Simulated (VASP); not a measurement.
# CaSe (F-43m) in VASP: further runs

Runs on CaSe. Level: PBEsol. Tasks: single point.

All numbers are computed with VASP 6.6.1; they aren't measurements. Logs are shortened: lines on timing, memory, paths and dates and some standing lists are left out, and cuts for length are marked.

**1. The cell of the first run**

Symmetry: F-43m, No. 216, cubic system. The conventional cell has a = 6.325 Å, b = 6.325 Å, c = 6.325 Å, α = 90.00°, β = 90.00°, γ = 90.00°. Within 3.6 Å of Ca (site symmetry -43m) lie 4 Se at 2.74 Å. Se (site symmetry -43m) has 4 Ca at 2.74 Å within 3.6 Å.

**2. Single point, PBEsol**

The input, INCAR:

```
SYSTEM = CaSe
PREC     = Accurate       ! precision mode
ENCUT    = 500            ! plane-wave cutoff, eV
EDIFF    = 1E-6           ! SCF threshold, eV
ISMEAR   = 0              ! smearing method
SIGMA    = 0.01           ! smearing width, eV
LREAL    = .False.        ! projectors in reciprocal space
LASPH    = .True.         ! aspherical terms in the spheres
NELM     = 120            ! most SCF steps
ALGO     = Normal         ! electronic algorithm
ISIF     = 2              ! what is computed and relaxed
LWAVE    = .False.        ! write WAVECAR
LCHARG   = .False.        ! write CHGCAR
GGA      = PS             ! functional
NBANDS   = 15             ! bands
GGA_COMPAT= .False.
```

The input, KPOINTS:

```
regular mesh
0
Gamma
  5 5 5
  0 0 0
```

The input, POSCAR:

```
CaSe
1.0
    0.0000000000      3.1623371057      3.1623371057
    3.1623371057      0.0000000000      3.1623371057
    3.1623371057      3.1623371057      0.0000000000
Ca Se
1 1
Direct
    0.0000000000      0.0000000000      0.0000000000
    0.7500000000      0.7500000000      0.7500000000
```

Potentials or basis: VASP PAW PBE potentials, release 64 (Ca_sv, Se).

Run with:

```bash
cat potpaw_PBE.64/Ca_sv/POTCAR potpaw_PBE.64/Se/POTCAR > POTCAR
mpirun -np 1 vasp_std > vasp.out
```

OUTCAR:

```text
SYSTEM = CaSe
   PREC = Accurate
   ENCUT = 500
   EDIFF = 1E-6
   ISMEAR = 0
   LREAL = .False.
   LASPH = .True.
   NELM = 120
   ISIF = 2
   GGA = PS

 ion  position               nearest neighbor table
   1  0.000  0.000  0.000-   2 2.74   2 2.74   2 2.74   2 2.74
   2  0.750  0.750  0.750-   1 2.74   1 2.74   1 2.74   1 2.74

  LATTYP: Found a face centered cubic cell.
 ALAT       =     6.3246742114

  Lattice vectors:

 A1 = (   0.0000000000,   3.1623371057,   3.1623371057)
 A2 = (   3.1623371057,   0.0000000000,   3.1623371057)
 A3 = (   3.1623371057,   3.1623371057,   0.0000000000)

Analysis of symmetry for initial positions (statically):
=====================================================================
 Subroutine PRICEL returns:
 Original cell was already a primitive cell.

 Routine SETGRP: Setting up the symmetry group for a
 face centered cubic supercell.

 Subroutine GETGRP returns: Found 24 space group operations
 (whereof 24 operations were pure point group operations)
 out of a pool of 48 trial point group operations.

The static configuration has the point symmetry T_d .

Analysis of symmetry for dynamics (positions and initial velocities):
=====================================================================
 Subroutine PRICEL returns:
 Original cell was already a primitive cell.

 Routine SETGRP: Setting up the symmetry group for a
 face centered cubic supercell.

 Subroutine GETGRP returns: Found 24 space group operations
 (whereof 24 operations were pure point group operations)
 out of a pool of 48 trial point group operations.

The dynamic configuration has the point symmetry T_d .

 Subroutine INISYM returns: Found 24 space group operations
 (whereof 24 operations are pure point group operations),
 and found     1 'primitive' translations

----------------------------------------------------------------------------------------

                                     Primitive cell

  volume of cell :      63.2491

  direct lattice vectors                    reciprocal lattice vectors
     0.000000000  3.162337106  3.162337106    -0.158110911  0.158110911  0.158110911
     3.162337106  0.000000000  3.162337106     0.158110911 -0.158110911  0.158110911
     3.162337106  3.162337106  0.000000000     0.158110911  0.158110911 -0.158110911

  length of vectors
     4.472220024  4.472220024  4.472220024     0.273856131  0.273856131  0.273856131

  position of ions in fractional coordinates (direct lattice)
     0.000000000  0.000000000  0.000000000
     0.750000000  0.750000000  0.750000000

  ion indices of the primitive-cell ions
   primitive index   ion index
[... 72 lines left out ...]
   EMIN   =  10.00;   EMAX   =-10.00  energy-range for DOS
   EFERMI =   0.00;   METHOD = LEGACY
   ISMEAR =     0;   SIGMA  =   0.01  broadening in eV -4-tet -1-fermi 0-gaus
   EFERMI_NEDOS =   21; number of points for ismear=-14 and -15
   IALGO  =     38    algorithm
   IMIX   =      4    mixing-type and parameters
     AMIX     =   0.40;   BMIX     =  1.00
     AMIX_MAG =   1.60;   BMIX_MAG =  1.00
  volume/ion in A,a.u.               =      31.62       213.41
  Fermi-wavevector in a.u.,A,eV,Ry     =   1.035373  1.956570 14.585396  1.071996
  Thomas-Fermi vector in A             =   2.169713
   LORBIT       =      0    0 simple, 1 ext, 2 COOP (PROOUT), +10 PAW based schemes
   GGA     = PS    functional components
   LHFCALC =     F    Hartree Fock is set to
   AEXX    =    0.0000 exact exchange contribution
   IVDW    =     0    specifies the selected vdW correction
   LEPSILON=     F    determine dielectric tensor
   LRPA    =     F    only Hartree local field effects (RPA)
 non-spin polarized calculation
 Gauss-broadening in eV      SIGMA  =   0.01
  energy-cutoff  :      500.00
  volume of cell :       63.25
 maximum number of plane-waves:      1639
 NGX is ok and might be reduce to    36
   NGX = 17   NGY = 17   NGZ = 17

 number of electron      16.0000000 magnetization

 Free energy of the ion-electron system (eV)
  ---------------------------------------------------
  ext. energy  EPLUGINS =         0.00000000
  ---------------------------------------------------
  free energy    TOTEN  =        -9.36685103 eV

  energy without entropy =       -9.36685103  energy(sigma->0) =       -9.36685103

 E-fermi :   0.2062     XC(G=0):  -8.2270

 val. band max:        0.0485512930   @ k =  -0.4000   0.4000   0.0000
 cond. band min:       3.4326828188   @ k =   0.0000   0.0000   0.0000
 fundamental gap:      3.3841315258
 Fermi energy:         0.2062147005

 k-point     1 :       0.0000    0.0000    0.0000
  band No.  band energies     occupation
      1     -38.3686      2.00000
      2     -19.4963      2.00000
      3     -19.4963      2.00000
      4     -19.4963      2.00000
      5     -10.4397      2.00000
      6      -0.1049      2.00000
      7      -0.1049      2.00000
      8      -0.1049      2.00000
      9       3.4327      0.00000
     10       5.6371      0.00000
     11       5.6371      0.00000
     12       8.0108      0.00000
     13       8.0108      0.00000
     14       8.0108      0.00000
[... 149 lines left out ...]
      2     -19.5705      2.00000
      3     -19.5273      2.00000
      4     -19.5156      2.00000
      5      -9.9917      2.00000
      6      -1.0008      2.00000
      7      -0.4949      2.00000
      8      -0.0014      2.00000
      9       3.9631      0.00000
     10       5.2189      0.00000
     11       6.1356      0.00000
     12       6.8657      0.00000
     13       7.3066      0.00000
     14       8.5334      0.00000
     15       9.5384      0.00000

------------------------ aborting loop because EDIFF is reached ----------------------------------------

  FORCE on cell =-STRESS in cart. coord.  units (eV):
  Direction    XX          YY          ZZ          XY          YZ          ZX
  --------------------------------------------------------------------------------------
  -------------------------------------------------------------------------------------
  Total        1.4107880      1.4107880      1.4107880      0.0000000      0.0000000      0.0000000
  in kB       35.7369797     35.7369797     35.7369797      0.0000000      0.0000000      0.0000000
  external PRESSURE =      35.7369797 kB  Pullay stress =       0.0000000 kB

 VOLUME and BASIS-vectors are now :
 -----------------------------------------------------------------------------
  energy-cutoff  :      500.00
  volume of cell :       63.25
      direct lattice vectors                 reciprocal lattice vectors
     0.000000000  3.162337106  3.162337106    -0.158110911  0.158110911  0.158110911
     3.162337106  0.000000000  3.162337106     0.158110911 -0.158110911  0.158110911
     3.162337106  3.162337106  0.000000000     0.158110911  0.158110911 -0.158110911

 POSITION                                       TOTAL-FORCE (eV/Angst)
 -----------------------------------------------------------------------------------
      0.00000      0.00000      0.00000        -0.000000      0.000000      0.000000
      4.74351      4.74351      4.74351         0.000000     -0.000000     -0.000000
 -----------------------------------------------------------------------------------
    total drift:                                0.000000      0.000000      0.000000

  FREE ENERGIE OF THE ION-ELECTRON SYSTEM (eV)
  ---------------------------------------------------
  free  energy   TOTEN  =        -9.3668510318 eV

  energy  without entropy=       -9.3668510318  energy(sigma->0) =       -9.36685103
```

OSZICAR:

```text
N       E                     dE             d eps       ncg     rms          rms(c)
DAV:   1     0.111690551240E+03    0.11169E+03   -0.71652E+03   300   0.925E+02
DAV:   2    -0.462286926423E+01   -0.11631E+03   -0.10970E+03   349   0.232E+02
DAV:   3    -0.947809287099E+01   -0.48552E+01   -0.48047E+01   405   0.469E+01
DAV:   4    -0.980859661665E+01   -0.33050E+00   -0.33016E+00   466   0.923E+00
DAV:   5    -0.981134610892E+01   -0.27495E-02   -0.27494E-02   370   0.108E+00    0.432E+00
DAV:   6    -0.942447125624E+01    0.38687E+00   -0.44543E-01   335   0.302E+00    0.251E+00
DAV:   7    -0.936168500626E+01    0.62786E-01   -0.19382E-01   391   0.245E+00    0.963E-01
DAV:   8    -0.936631644665E+01   -0.46314E-02   -0.21000E-02   377   0.116E+00    0.159E-01
DAV:   9    -0.936642358375E+01   -0.10714E-03   -0.15091E-03   349   0.371E-01    0.849E-02
DAV:  10    -0.936681673458E+01   -0.39315E-03   -0.38471E-04   349   0.118E-01    0.306E-02
DAV:  11    -0.936685192745E+01   -0.35193E-04   -0.87138E-05   356   0.612E-02    0.796E-03
DAV:  12    -0.936685103181E+01    0.89564E-06   -0.70975E-06   398   0.165E-02
   1 F= -.93668510E+01 E0= -.93668510E+01  d E =-.599597-111
```

Run time: 13 s. Hardware: 1 thread of AMD EPYC 7R13 (Zen 3), shared host; peak memory 0.17 GiB.

Results:

- Free energy: -9.3669 eV
- Pressure: 3.6 GPa
- Band gap on the k mesh: 3.38 eV (least direct gap 3.54 eV)

Caveat: the cell stands under pressure; the PAW data sets were made with another functional, which shifts forces and pressure a little; an odd mesh through Γ misses points on the zone boundary, where band edges can lie.

**3. Single point, PBEsol**

This run uses another cell than the first one, of 33.06 Å³/atom.

The input, INCAR:

```
ALGO = Normal
EDIFF = 1E-6
ENCUT = 500
GGA = PS
GGA_COMPAT = False
ISIF = 2
ISMEAR = 0
LASPH = True
LCHARG = False
LREAL = False
LWAVE = False
NBANDS = 15
NELM = 120
PREC = Accurate
SIGMA = 0.01
```

The input, KPOINTS:

```
k-points
0
Gamma
  5 5 5
```

The input, POSCAR:

```
CaSe
1.0
    0.0000000000      3.2095431265      3.2095431265
    3.2095431265      0.0000000000      3.2095431265
    3.2095431265      3.2095431265      0.0000000000
Ca Se
1 1
Direct
    0.0000000000      0.0000000000      0.0000000000
    0.7500000000      0.7500000000      0.7500000000
```

Potentials or basis: VASP PAW PBE potentials, release 64 (Ca_sv, Se).

Run with:

```bash
cat potpaw_PBE.64/Ca_sv/POTCAR potpaw_PBE.64/Se/POTCAR > POTCAR
mpirun -np 1 vasp_std > vasp.out
```

Wall time 12 s (1 thread of AMD EPYC 7R13 (Zen 3), shared host); peak memory 0.17 GiB.

The run converged. Its results:

```yaml
Free_energy: -9.4132 eV
Pressure: 1.6 GPa
Band_gap_on_the_k_mesh: 3.26 eV (least direct gap 3.38 eV)
```

Levels at points of the mesh, in eV from the valence-band top:
| k point | band 4 | band 5 | band 6 | band 7 | band 8 | band 9 | band 10 | band 11 | band 12 | band 13 |
| --- | --- | --- | --- | --- | --- | --- | --- | --- | --- | --- |
| (0.00, 0.00, 0.00) | -19.70 | -10.42 | -0.12 | -0.12 | -0.12 | 3.26 | 5.51 | 5.51 | 7.74 | 7.74 |

Caveat: the PAW data sets were made with another functional, which shifts forces and pressure a little; an odd mesh through Γ misses points on the zone boundary, where band edges can lie.
